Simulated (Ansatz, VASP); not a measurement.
## MgO: VASP beside Ansatz

File INCAR:

```
SYSTEM = MgO
ALGO     = Normal         ! electronic algorithm
EDIFF    = 1E-7           ! SCF threshold, eV
ENCUT    = 520            ! plane-wave cutoff, eV
GGA      = PE             ! functional
ISIF     = 2              ! what is computed and relaxed
ISMEAR   = 0              ! smearing method
LASPH    = .True.         ! aspherical terms in the spheres
LCHARG   = .False.        ! write CHGCAR
LREAL    = .False.        ! projectors in reciprocal space
LWAVE    = .False.        ! write WAVECAR
NBANDS   = 11             ! bands
NELM     = 80             ! most SCF steps
PREC     = Accurate       ! precision mode
SIGMA    = 0.05           ! smearing width, eV
```

Contents of KPOINTS:

```
k-points
0
Gamma
  10 10 10
  0 0 0
```

POSCAR

```
MgO
1.0
    0.0000000000      2.1351500000      2.1351500000
    2.1351500000      0.0000000000      2.1351500000
    2.1351500000      2.1351500000      0.0000000000
Mg O
1 1
Direct
    0.0000000000      0.0000000000      0.0000000000
    0.5058543896      0.5058543896      0.4941456104
```

Input for Ansatz:

```yaml
crystal:
  lattice:
    - [0.0, 2.13515, 2.13515]
    - [2.13515, 0.0, 2.13515]
    - [2.13515, 2.13515, 0.0]
  atoms:
    - { symbol: Mg, position: [0.0, 0.0, 0.0] }
    - { symbol: O, position: [0.5058543896, 0.5058543896, 0.4941456104] }
basis:
  ecutwfc: 420
kpoints:
  mp_grid: { grid: [10, 10, 10] }
hamiltonian:
  xc: pbe
scf:
  occupations: { method: gaussian, width: 0.05 }
output:
  forces: true
  stress: true
  eigenvalues: true
  write_density: true
  write_potential: true
  elf: true
  volumetric_format: npy
```

Change from the starting cell: all O atoms moved +0.025 Å, as atom 2 along Cartesian [0 0 1].

Alike in both runs: task single point; functional PBE; k mesh 10 × 10 × 10; occupations gaussian, width 0.05 eV; no spin polarisation.

```csv
,VASP,Ansatz
version,VASP 6.6.1,Ansatz 0.2.0
potentials or method,"VASP PAW PBE potentials, release 64 (Mg, O), cutoff 520 eV","scalar-relativistic, plane waves, PAW"
valence electrons in the cell,8,16
```

Ansatz gave:

* gap on the k mesh at the Fermi level (eV): 4.35
* least direct gap on the mesh (eV): 4.35
* pressure (GPa): -1.6
* traceless stress, the component that is largest in VASP (GPa): 0.13
* rms of the force components (eV/Å): 0.064

Task: What did VASP give for the same quantities?

Result: gap on the k mesh at the Fermi level (eV): 4.34; least direct gap on the mesh (eV): 4.34; pressure (GPa): -2.4; traceless stress, the component that is largest in VASP (GPa): 0.13; rms of the force components (eV/Å): 0.065.

Atom by atom the forces differ by 0.001 eV/Å (rms over components). With one functional, cell and mesh, what is left measures potentials, basis and numerics. VASP's potentials hold 8 valence electrons a cell and Ansatz's 16, so a difference there can come from the potentials and not from the codes.
